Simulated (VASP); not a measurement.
Input of a VASP 6.6.1 run:

INCAR

```
  PREC = Accurate
  ENCUT = 520
  EDIFF = 1E-7
  ISMEAR = -1
  SIGMA = 0.05
  LREAL = False
  LASPH = True
  NELM = 80
  ALGO = Normal
  ISIF = 2
  LWAVE = False
  LCHARG = False
  GGA = PE
  NBANDS = 11
```

KPOINTS

```
Automatic mesh
0
Gamma
  13 13 13
```

The input POSCAR:

```
BN
1.0
    0.0000000000      1.8130010000      1.8130010000
    1.8130010000      0.0000000000      1.8130010000
    1.8130010000      1.8130010000      0.0000000000
N B
1 1
Direct
    0.2500000000      0.2500000000      0.2500000000
    0.0000000000      0.0000000000      0.0000000000
```

Potentials or basis: VASP PAW PBE potentials, release 64 (N, B).

Run with:

```console
$ cat potpaw_PBE.64/N/POTCAR potpaw_PBE.64/B/POTCAR > POTCAR
$ mpirun -np 1 vasp_std > vasp.out
```

Estimate the pressure.

-0.2 GPa.

Estimate the band gap on the k mesh.

4.52 eV, indirect (least direct gap 8.78 eV).

A k mesh can miss the band edges.
